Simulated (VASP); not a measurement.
# F (C2/m) in VASP: further runs

Runs on F. Level: PBEsol. Tasks: single point.

Program: VASP 6.6.1. These are calculated values, not measurements. Logs are shortened: lines on timing, memory, paths and dates and some standing lists are left out, and cuts for length are marked.

## 1. The cell of the first run

Symmetry: C2/m, No. 12, monoclinic system. The conventional cell has a = 6.443 Å, b = 3.692 Å, c = 7.778 Å, α = 90.00°, β = 112.50°, γ = 90.00°. Within 2.2 Å of F (site symmetry m) lie 1 F at 1.64 Å. Within 1.9 Å of F (site symmetry m) lie 1 F at 1.45 Å.

## 2. Single point, PBEsol

File INCAR:

```
SYSTEM = F
PREC = Accurate ; ENCUT = 520
EDIFF = 1E-6 ; ISMEAR = 0
SIGMA = 0.05 ; LREAL = .False.
LASPH = .True. ; NELM = 100
ALGO = Normal ; ISIF = 2
LWAVE = .False. ; LCHARG = .True.
GGA = PS ; LELF = .True.
LVHAR = .True. ; NBANDS = 22
```

File KPOINTS:

```
Automatic mesh
0
Gamma
  4 4 2
  0 0 0
```

File POSCAR:

```
F
1.0
    3.2121621389     -1.8461396707     -0.2477496550
    3.2121621389      1.8461396707     -0.2477496550
   -2.4153005499      0.0000000000      7.3932836948
F
4
Direct
    0.0848459664      0.0848459664      0.1099880702
    0.9151540336      0.9151540336      0.8900119298
    0.5015719855      0.5015719855      0.5937195244
    0.4984280145      0.4984280145      0.4062804756
```

Potentials or basis: VASP PAW PBE potentials, release 64 (F).

On the command line:

```
cat potpaw_PBE.64/F/POTCAR > POTCAR
mpirun -np 1 vasp_std > vasp.out
```

OUTCAR:

```text
SYSTEM = F
   PREC = Accurate
   ENCUT = 520
   EDIFF = 1E-6
   ISMEAR = 0
   LREAL = .False.
   LASPH = .True.
   NELM = 100
   ISIF = 2
   GGA = PS

 ion  position               nearest neighbor table
   1  0.085  0.085  0.110-   2 1.64
   2  0.915  0.915  0.890-   1 1.64
   3  0.502  0.502  0.594-   4 1.45
   4  0.498  0.498  0.406-   3 1.45

  LATTYP: Found a base centered monoclinic cell.
 ALAT       =     6.4434045343
 B/A-ratio  =     0.5730323654
 C/A-ratio  =     1.2070962569
 COS(beta)  =    -0.3827161857

  Lattice vectors:

 A1 = (   3.2121621389,  -1.8461396707,  -0.2477496550)
 A2 = (   3.2121621389,   1.8461396707,  -0.2477496550)
 A3 = (  -2.4153005499,   0.0000000000,   7.3932836948)

Analysis of symmetry for initial positions (statically):
=====================================================================
 Subroutine PRICEL returns:
 Original cell was already a primitive cell.

 Routine SETGRP: Setting up the symmetry group for a
 base centered monoclinic supercell.

 Subroutine GETGRP returns: Found  4 space group operations
 (whereof  4 operations were pure point group operations)
 out of a pool of  4 trial point group operations.

The static configuration has the point symmetry C_2h.

Analysis of symmetry for dynamics (positions and initial velocities):
=====================================================================
 Subroutine PRICEL returns:
 Original cell was already a primitive cell.

 Routine SETGRP: Setting up the symmetry group for a
 base centered monoclinic supercell.

 Subroutine GETGRP returns: Found  4 space group operations
 (whereof  4 operations were pure point group operations)
 out of a pool of  4 trial point group operations.

The dynamic configuration has the point symmetry C_2h.

 Subroutine INISYM returns: Found  4 space group operations
 (whereof  4 operations are pure point group operations),
 and found     1 'primitive' translations

----------------------------------------------------------------------------------------

                                     Primitive cell

  volume of cell :      85.4764

  direct lattice vectors                    reciprocal lattice vectors
     3.212162139 -1.846139671 -0.247749655     0.159681904 -0.270835413  0.052166237
     3.212162139  1.846139671 -0.247749655     0.159681904  0.270835413  0.052166237
    -2.415300550  0.000000000  7.393283695     0.010701912  0.000000000  0.138754088

  length of vectors
     3.713165386  3.713165386  7.777809495     0.318702758  0.318702758  0.139166188

  position of ions in fractional coordinates (direct lattice)
     0.084845966  0.084845966  0.109988070
     0.915154034  0.915154034  0.890011930
     0.501571986  0.501571986  0.593719524
     0.498428014  0.498428014  0.406280476

  ion indices of the primitive-cell ions
   primitive index   ion index
                 1           1
                 2           2
                 3           3
                 4           4

----------------------------------------------------------------------------------------

 KPOINTS: Automatic mesh

Automatic generation of k-mesh.
 Grid dimensions read from file:
 generate k-points for:    4    4    2

 Generating k-lattice:

  Cartesian coordinates                     Fractional coordinates (reciprocal lattice)
     0.039920476 -0.067708853  0.013041559     0.250000000  0.000000000  0.000000000
     0.039920476  0.067708853  0.013041559     0.000000000  0.250000000  0.000000000
     0.005350956  0.000000000  0.069377044     0.000000000  0.000000000  0.500000000

  Length of vectors
     0.079675689  0.079675689  0.069583094

  Shift w.r.t. Gamma in fractional coordinates (k-lattice)
     0.000000000  0.000000000  0.000000000

 Subroutine IBZKPT returns following result:
 ===========================================

 Found     14 irreducible k-points:

 Following reciprocal coordinates:
            Coordinates               Weight
  0.000000  0.000000  0.000000      1.000000
  0.250000  0.000000  0.000000      4.000000
  0.500000  0.000000  0.000000      2.000000
  0.250000  0.250000  0.000000      2.000000
  0.500000  0.250000  0.000000      4.000000
 -0.250000  0.250000  0.000000      2.000000
  0.500000  0.500000  0.000000      1.000000
  0.000000  0.000000  0.500000      1.000000
  0.250000  0.000000  0.500000      4.000000
  0.500000  0.000000  0.500000      2.000000
  0.250000  0.250000  0.500000      2.000000
  0.500000  0.250000  0.500000      4.000000
 -0.250000  0.250000  0.500000      2.000000
  0.500000  0.500000  0.500000      1.000000
   k-points           NKPTS =     14   k-points in BZ     NKDIM =     14   number of bands    NBANDS=     22
   number of dos      NEDOS =    301   number of ions     NIONS =      4
   total plane-waves  NPLWV =  47040
   dimension x,y,z NGX =    28 NGY =   28 NGZ =   60
   dimension x,y,z NGXF=    56 NGYF=   56 NGZF=  120
   ions per type =               4
   NGX,Y,Z   is equivalent  to a cutoff of  12.54, 12.54, 12.82 a.u.
   NGXF,Y,Z  is equivalent  to a cutoff of  25.07, 25.07, 25.65 a.u.
 SYSTEM =  F
   PREC   = accura    normal or accurate (medium, high low for compatibility)
   ISTART =      0    job   : 0-new  1-cont  2-samecut
   ICHARG =      2    charge: 1-file 2-atom 10-const
   ISPIN  =      1    spin polarized calculation?
   LNONCOLLINEAR =      F non collinear calculations
   LSORBIT =      F    spin-orbit coupling
   LASPH  =      T    aspherical Exc in radial PAW
   ENCUT  =  520.0 eV  38.22 Ry    6.18 a.u.   6.90  6.90 14.46*2*pi/ulx,y,z
   NELM   =    100;   NELMIN=  2; NELMDL= -5     # of ELM steps
   EDIFF  = 0.1E-05   stopping-criterion for ELM
   LREAL  =      F    real-space projection
   EDIFFG = 0.1E-04   stopping-criterion for IOM
   NSW    =      0    number of steps for IOM
   IBRION =     -1    ionic relax: 0-MD 1-quasi-New 2-CG
   NFREE  =      0    steps in history (QN), initial steepest desc. (CG)
   ISIF   =      2    stress and relaxation
   ISYM   =      2    0-nonsym 1-usesym 2-fastsym
   POTIM  = 0.5000    time-step for ionic-motion
   TEBEG  =    0.0;   TEEND  =   0.0 temperature during run
   PSTRESS=    0.0 pullay stress
   NELECT =      28.0000    total number of electrons
   NUPDOWN=      -1.0000    fix difference up-down
   EMIN   =  10.00;   EMAX   =-10.00  energy-range for DOS
   EFERMI =   0.00;   METHOD = LEGACY
   ISMEAR =     0;   SIGMA  =   0.05  broadening in eV -4-tet -1-fermi 0-gaus
   EFERMI_NEDOS =   21; number of points for ismear=-14 and -15
   IALGO  =     38    algorithm
   IMIX   =      4    mixing-type and parameters
     AMIX     =   0.40;   BMIX     =  1.00
     AMIX_MAG =   1.60;   BMIX_MAG =  1.00
  volume/ion in A,a.u.               =      21.37       144.21
  Fermi-wavevector in a.u.,A,eV,Ry     =   1.128527  2.132608 17.328027  1.273574
  Thomas-Fermi vector in A             =   2.265218
   LORBIT       =      0    0 simple, 1 ext, 2 COOP (PROOUT), +10 PAW based schemes
   GGA     = PS    functional components
   LHFCALC =     F    Hartree Fock is set to
   AEXX    =    0.0000 exact exchange contribution
   IVDW    =     0    specifies the selected vdW correction
   LEPSILON=     F    determine dielectric tensor
   LRPA    =     F    only Hartree local field effects (RPA)
 non-spin polarized calculation
 Gauss-broadening in eV      SIGMA  =   0.05
  energy-cutoff  :      520.00
  volume of cell :       85.48
 maximum number of plane-waves:      2320
   NGX = 13   NGY = 13   NGZ = 29

 number of electron      27.9999989 magnetization

 Free energy of the ion-electron system (eV)
  ---------------------------------------------------
  ext. energy  EPLUGINS =         0.00000000
  ---------------------------------------------------
  free energy    TOTEN  =        -7.18120618 eV

  energy without entropy =       -7.18120618  energy(sigma->0) =       -7.18120618

 E-fermi :  -6.3479     XC(G=0):  -6.4114

 val. band max:       -6.6527389995   @ k =   0.5000   0.5000   0.0000
 cond. band min:      -5.4428353187   @ k =   0.0000   0.0000   0.0000
 fundamental gap:      1.2099036808
 Fermi energy:        -6.3479356441

 k-point     1 :       0.0000    0.0000    0.0000
  band No.  band energies     occupation
      1     -30.8505      2.00000
      2     -28.6286      2.00000
      3     -25.4876      2.00000
      4     -25.0828      2.00000
      5     -12.6384      2.00000
      6     -11.2691      2.00000
[... 14 lines left out ...]
     21      12.6913      0.00000
     22      13.2097      0.00000

 k-point     2 :       0.2500    0.0000    0.0000
  band No.  band energies     occupation
      1     -30.8387      2.00000
      2     -28.6162      2.00000
      3     -25.4673      2.00000
      4     -25.0898      2.00000
      5     -12.6151      2.00000
      6     -11.3003      2.00000
[... 14 lines left out ...]
     21      10.4791      0.00000
     22      11.9078      0.00000

 k-point     3 :       0.5000    0.0000    0.0000
  band No.  band energies     occupation
      1     -30.8268      2.00000
      2     -28.6034      2.00000
      3     -25.4462      2.00000
      4     -25.0980      2.00000
      5     -12.5902      2.00000
      6     -11.3346      2.00000
[... 14 lines left out ...]
     21       9.1451      0.00000
     22       9.5190      0.00000
[... 226 lines left out ...]
 k-point    13 :      -0.2500    0.2500    0.5000
  band No.  band energies     occupation
      1     -30.8266      2.00000
      2     -28.6031      2.00000
      3     -25.4460      2.00000
      4     -25.0976      2.00000
      5     -12.5886      2.00000
      6     -11.3285      2.00000
[... 14 lines left out ...]
     21       9.5895      0.00000
     22       9.7172      0.00000

 k-point    14 :       0.5000    0.5000    0.5000
  band No.  band energies     occupation
      1     -30.8238      2.00000
      2     -28.6019      2.00000
      3     -25.4500      2.00000
      4     -25.1066      2.00000
      5     -12.6050      2.00000
      6     -11.3636      2.00000
[... 14 lines left out ...]
     21       8.3313      0.00000
     22       8.3818      0.00000

------------------------ aborting loop because EDIFF is reached ----------------------------------------

  FORCE on cell =-STRESS in cart. coord.  units (eV):
  Direction    XX          YY          ZZ          XY          YZ          ZX
  --------------------------------------------------------------------------------------
  -------------------------------------------------------------------------------------
  Total       -1.3734310     -0.2932081     -8.0379898      0.0000000      0.0000000     -1.6656972
  in kB      -25.7437146     -5.4959193   -150.6648043      0.0000000      0.0000000    -31.2219789
  external PRESSURE =     -60.6348127 kB  Pullay stress =       0.0000000 kB

 VOLUME and BASIS-vectors are now :
 -----------------------------------------------------------------------------
  energy-cutoff  :      520.00
  volume of cell :       85.48
      direct lattice vectors                 reciprocal lattice vectors
     3.212162139 -1.846139671 -0.247749655     0.159681904 -0.270835413  0.052166237
     3.212162139  1.846139671 -0.247749655     0.159681904  0.270835413  0.052166237
    -2.415300550  0.000000000  7.393283695     0.010701912  0.000000000  0.138754088

 POSITION                                       TOTAL-FORCE (eV/Angst)
 -----------------------------------------------------------------------------------
      0.27942      0.00000      0.77113        -1.302619      0.000000     -3.734839
      3.72960      0.00000      6.12665         1.302619      0.000000      3.734839
      1.78825      0.00000      4.14101         0.449834      0.000000     -1.220830
      2.22077      0.00000      2.75678        -0.449834      0.000000      1.220830
 -----------------------------------------------------------------------------------
    total drift:                               -0.000000      0.000000      0.000000

  FREE ENERGIE OF THE ION-ELECTRON SYSTEM (eV)
  ---------------------------------------------------
  free  energy   TOTEN  =        -7.1812061766 eV

  energy  without entropy=       -7.1812061766  energy(sigma->0) =       -7.18120618
```

Wall time 11 s (1 thread of Intel Xeon 6975P-C (Granite Rapids), shared host); peak memory 0.19 GiB.

Results:

| Property | Result |
| --- | --- |
| Free energy | -7.1812 eV |
| Pressure | -6.1 GPa |
| Largest force | 3.955 eV/Å |
| Band gap on the k mesh | 1.21 eV, indirect (least direct gap 1.27 eV) |

Forces in eV/Å, atoms in the order of the input:
```
F   -1.303  0.000 -3.735
F    1.303  0.000  3.735
F    0.450  0.000 -1.221
F   -0.450  0.000  1.221
```

Stress tensor (GPa, compression positive):
```
 -2.57   0.00  -3.12
  0.00  -0.55   0.00
 -3.12   0.00 -15.07
```

Levels at points of the mesh, in eV from the valence-band top:
```csv
k point,band 10,band 11,band 12,band 13,band 14,band 15,band 16,band 17,band 18,band 19
"(0.00, 0.00, 0.00)",-1.89,-0.30,-0.14,-0.09,-0.06,1.21,2.89,8.94,11.38,12.09
"(0.50, 0.00, 0.00)",-1.97,-0.30,-0.29,-0.22,-0.17,1.33,2.89,12.60,12.86,14.18
"(0.50, 0.50, 0.00)",-1.96,-0.35,-0.26,-0.14,0.00,1.29,2.88,12.96,13.02,13.45
"(0.00, 0.00, 0.50)",-1.89,-0.24,-0.14,-0.12,-0.11,1.27,2.83,9.60,9.85,14.70
"(0.50, 0.00, 0.50)",-1.96,-0.41,-0.30,-0.17,-0.03,1.29,2.89,12.58,13.34,13.61
"(0.50, 0.50, 0.50)",-1.98,-0.32,-0.29,-0.13,-0.12,1.34,2.89,12.59,12.66,14.80
```

Caveat: the k points lie up to 0.50 Å⁻¹ apart; the PAW data sets were made with another functional, which shifts forces and pressure a little. A k mesh can miss the band edges.

## 3. Single point, PBEsol

File INCAR:

```
SYSTEM = F
ALGO     = Normal         ! electronic algorithm
EDIFF    = 1E-6           ! SCF threshold, eV
ENCUT    = 520            ! plane-wave cutoff, eV
GGA      = PS             ! functional
ISIF     = 2              ! what is computed and relaxed
ISMEAR   = 0              ! smearing method
LASPH    = .TRUE.         ! aspherical terms in the spheres
LCHARG   = .TRUE.         ! write CHGCAR
LELF     = .TRUE.         ! ELF
LREAL    = .FALSE.        ! projectors in reciprocal space
LVHAR    = .TRUE.       
LWAVE    = .FALSE.        ! write WAVECAR
NBANDS   = 22             ! bands
NELM     = 80             ! most SCF steps
PREC     = Accurate       ! precision mode
SIGMA    = 0.05           ! smearing width, eV
```

File KPOINTS:

```
k-points
0
G
  4 4 2
  0 0 0
```

POSCAR: that of step 2 with these lines changed.

```diff
@@ -8,4 +8,4 @@
 Direct
-    0.0848459664      0.0848459664      0.1099880702
-    0.9151540336      0.9151540336      0.8900119298
+    0.0848459664      0.0848459664      0.1019959513
+    0.9151540336      0.9151540336      0.8980040487
     0.5015719855      0.5015719855      0.5937195244
```

Potentials or basis: VASP PAW PBE potentials, release 64 (F).

On the command line:

```
cat potpaw_PBE.64/F/POTCAR > POTCAR
mpirun -np 1 vasp_std > vasp.out
```

Run time: 45 s. Hardware: 1 thread of Intel Xeon 8259CL, shared host; peak memory 0.19 GiB.

Results (log left out):

* Free energy: -7.5308 eV
* Pressure: -4.9 GPa
* Largest force: 3.120 eV/Å
* Band gap on the k mesh: 1.85 eV, indirect (least direct gap 1.93 eV)

Forces on the atoms (eV/Å):
```
F   -1.189  0.000 -2.885
F    1.189  0.000  2.885
F    0.414  0.000 -1.214
F   -0.414  0.000  1.214
```

Stress tensor (GPa, compression positive):
```
 -2.35   0.00  -2.38
  0.00  -0.53   0.00
 -2.38   0.00 -11.71
```

Levels at points of the mesh, in eV from the valence-band top:
```csv
k point,band 10,band 11,band 12,band 13,band 14,band 15,band 16,band 17,band 18,band 19
"(0.00, 0.00, 0.00)",-2.43,-0.27,-0.13,-0.08,-0.08,1.85,2.94,8.81,11.24,11.94
"(0.50, 0.00, 0.00)",-2.51,-0.29,-0.25,-0.19,-0.18,2.00,2.91,12.49,12.68,14.06
"(0.50, 0.50, 0.00)",-2.51,-0.30,-0.24,-0.14,0.00,1.97,2.89,12.86,12.92,13.24
"(0.00, 0.00, 0.50)",-2.43,-0.20,-0.17,-0.12,-0.09,1.94,2.84,9.53,9.65,14.57
"(0.50, 0.00, 0.50)",-2.50,-0.39,-0.28,-0.16,-0.05,1.96,2.92,12.43,13.19,13.47
"(0.50, 0.50, 0.50)",-2.52,-0.28,-0.26,-0.14,-0.09,2.00,2.91,12.45,12.54,14.62
```

Caveat: the k points lie up to 0.50 Å⁻¹ apart; the PAW data sets were made with another functional, which shifts forces and pressure a little. A k mesh can miss the band edges.

## 4. Single point, PBEsol

This run uses another cell than the first one, of 21.91 Å³/atom, 1.025 times its volume.

File INCAR:

```
SYSTEM = F
PREC = Accurate
ENCUT = 520
EDIFF = 1E-7
ISMEAR = 0
SIGMA = 0.05
LREAL = .FALSE.
LASPH = .TRUE.
NELM = 80
ALGO = Normal
ISIF = 2
LWAVE = .FALSE.
LCHARG = .FALSE.
GGA = PS
NBANDS = 22
```

File KPOINTS:

```
Automatic mesh
0
G
  4 4 2
  0 0 0
```

File POSCAR:

```
F
1.0
    3.2389009936     -1.8615074069     -0.2498119861
    3.2389009936      1.8615074069     -0.2498119861
   -2.4354061261      0.0000000000      7.4548272690
F
4
Direct
    0.0848459664      0.0848459664      0.1139841296
    0.9151540336      0.9151540336      0.8860158704
    0.5015719855      0.5015719855      0.5937195244
    0.4984280145      0.4984280145      0.4062804756
```

On the command line:

```
cat potpaw_PBE.64/F/POTCAR > POTCAR
mpirun -np 1 vasp_std > vasp.out
```

Wall time 45 s (1 thread of Intel Xeon 8259CL, shared host); peak memory 0.19 GiB.

Results (log left out):

| Quantity | Value |
| --- | --- |
| Free energy | -6.8967 eV |
| Pressure | -6.7 GPa |
| Largest force | 4.144 eV/Å |
| Band gap on the k mesh | 0.90 eV, indirect (least direct gap 0.93 eV) |

Forces on the atoms (eV/Å):
```
F   -1.266  0.000 -3.946
F    1.266  0.000  3.946
F    0.570  0.000 -1.549
F   -0.570  0.000  1.549
```

Stress tensor (GPa, compression positive):
```
 -2.63   0.00  -2.92
  0.00  -0.54   0.00
 -2.92   0.00 -16.84
```

Levels at points of the mesh, in eV from the valence-band top:
```csv
k point,band 11,band 12,band 13,band 14,band 15,band 16,band 17,band 18
"(0.00, 0.00, 0.00)",-0.33,-0.17,-0.06,-0.03,0.90,2.71,8.99,11.44
"(0.50, 0.00, 0.00)",-0.34,-0.26,-0.26,-0.12,1.02,2.72,12.60,12.89
"(0.50, 0.50, 0.00)",-0.36,-0.27,-0.13,0.00,0.97,2.71,12.96,13.00
"(0.00, 0.00, 0.50)",-0.29,-0.16,-0.10,-0.07,0.96,2.66,9.61,9.93
"(0.50, 0.00, 0.50)",-0.41,-0.31,-0.17,-0.02,0.97,2.72,12.58,13.33
"(0.50, 0.50, 0.50)",-0.36,-0.25,-0.16,-0.10,1.03,2.72,12.60,12.65
```

Caveat: the k points lie up to 0.50 Å⁻¹ apart; the PAW data sets were made with another functional, which shifts forces and pressure a little.
